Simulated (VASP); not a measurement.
Crystal: CO2.

```
O C
1.0
    -1.97473    1.97473    3.01406
     1.97473   -1.97473    3.01406
     1.97473    1.97473   -3.01406
O C
4 2
Cartesian
  1.3223 0.9874 3.7676
  0.6525 0.9874 0.7535
  2.9621 0.6525 -0.7535
  -0.9874 1.3223 2.2605
  0.0000 0.0000 0.0000
  0.0000 1.9747 1.5070
```

- Program: VASP 6.6.1
- Task: relaxation of cell and atoms
- Functional: PBEsol
- Dispersion: D4
- Potentials or basis: VASP PAW PBE potentials, release 64 (O, C)
- Cutoff: 600 eV
- k mesh: 9 × 9 × 9
- Occupations: fermi-dirac, width 0.05 eV
- Spin: no spin polarisation

At the start: pressure -6.7 GPa; volume 7.84 Å³/atom.

Q: How do energy, volume and symmetry change on relaxing?

A: Over 9 steps the energy falls by 5.8 meV/atom and the volume is 7.54 Å³/atom (-3.8 %); space group I-42d (No. 122, to 0.1 Å) before and after.

The path:
```tsv
step	energy change (eV)	largest force (eV/Å)	pressure (GPa)	volume (Å³)
1	0.0000	0.1223	-6.70	47.01
2	0.0072	0.7026	7.69	44.82
3	-0.0234	0.2496	-0.34	45.97
4	-0.0325	0.1066	-0.22	45.59
5	-0.0341	0.0062	-0.12	45.34
6	-0.0341	0.0113	-0.11	45.35
7	-0.0344	0.0139	0.03	45.31
8	-0.0346	0.0221	0.36	45.20
9	-0.0347	0.0045	-0.04	45.23
```

Final structure:
```yaml
crystal:
  lattice:
    - [-1.95189, 1.95189, 2.96785]
    - [1.95189, -1.95189, 2.96785]
    - [1.95189, 1.95189, -2.96785]
  atoms:
    - { symbol: O, position: [0.87500, 0.95533, 0.58033] }
    - { symbol: O, position: [0.37500, 0.29467, 0.41967] }
    - { symbol: O, position: [0.04467, 0.62500, 0.91967] }
    - { symbol: O, position: [0.70533, 0.12500, 0.08033] }
    - { symbol: C, position: [0.00000, 0.00000, 0.00000] }
    - { symbol: C, position: [0.75000, 0.25000, 0.50000] }
```

Caveat: the PAW data sets were made with another functional, which shifts forces and pressure a little.
